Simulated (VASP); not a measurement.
## BN: single point with PBE

The system is BN.

```xyz
4
Lattice="2.5546 0.0000 0.0000 -1.2773 2.2123 0.0000 0.0000 0.0000 4.2245" Properties=species:S:1:pos:R:3 pbc="T T T"
B     1.2773    0.7374    4.1990
B     0.0000    1.4749    2.1361
N     1.2773    0.7374    2.6786
N     0.0000    1.4749    0.4914
```

This cell differs from its parent crystal: mode 8 (949.4 1/cm) frozen in, largest displacement +0.037 Å.

| Property | Result |
| --- | --- |
| Program | VASP 6.6.1 |
| Task | single point |
| Functional | PBE |
| Potentials or basis | VASP PAW PBE potentials, release 64 (B, N) |
| Cutoff | 520 eV |
| k mesh | 12 × 12 × 6 |
| Occupations | gaussian, width 0.05 eV |
| Spin | no spin polarisation |

The pressure is 1.5 GPa, the largest force is 1.930 eV/Å and the band gap on the k mesh is 5.19 eV, indirect (least direct gap 8.19 eV).

Forces on the atoms (eV/Å):
```
B    0.000  0.000  1.071
B    0.000  0.000 -0.753
N    0.000  0.000 -1.930
N    0.000  0.000  1.612
```

Stress tensor (GPa, compression positive):
```
0.40 0.00 0.00
0.00 0.40 0.00
0.00 0.00 3.71
```

Levels at points of the mesh, in eV from the valence-band top:
| k point | band 6 | band 7 | band 8 | band 9 | band 10 | band 11 |
| --- | --- | --- | --- | --- | --- | --- |
| (0.00, 0.00, 0.00) | -0.29 | 0.00 | 0.00 | 8.30 | 8.30 | 8.42 |
| (0.50, 0.00, 0.00) | -4.98 | -4.34 | -2.09 | 6.65 | 7.90 | 10.53 |
| (0.00, 0.00, 0.50) | -1.43 | -0.95 | -0.95 | 8.94 | 9.58 | 9.58 |
| (0.50, 0.00, 0.50) | -3.89 | -3.49 | -3.19 | 6.32 | 6.69 | 9.71 |

It took 46 s on 1 thread of AMD EPYC 7R13, on a shared host, peak memory 0.15 GiB.

Caveat: the cell differs from its parent crystal (mode 8 (949.4 1/cm) frozen in, largest displacement +0.037 Å); forces of over 1 eV/Å act on the atoms, so gaps and moduli don't describe the material at rest. A k mesh can miss the band edges.
